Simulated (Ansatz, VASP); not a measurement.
**Two plane-wave programs on Mo**

```
Mo
1.0
    -1.56588    1.56588    1.56588
     1.56588   -1.56588    1.56588
     1.56588    1.56588   -1.56588
Mo
1
Direct
  0.00000 0.00000 0.00000
```

Alike in both runs: task relaxation of cell and atoms; functional PBEsol; k mesh 18 × 18 × 18; occupations gaussian, width 0.1 eV; no spin polarisation.

```csv
,VASP,Ansatz
version,VASP 6.6.1,Ansatz 0.2.0
potentials or method,"VASP PAW PBE potentials, release 64 (Mo_sv), cutoff 600 eV","scalar-relativistic, plane waves, PAW"
valence electrons in the cell,14,14
```

```tsv
	VASP	Ansatz	Ansatz less VASP
gap on the k mesh at the Fermi level, each at its own relaxed structure (eV)	none	none	-
relaxed volume (Å³/atom)	15.35	15.32	-0.024
relaxed cell length with the largest relative difference (Å)	2.712	2.710	-0.0014
```

VASP's potentials were made for PBE, not for PBEsol. A gap of «none» marks a metal or a gap that the smearing closes.
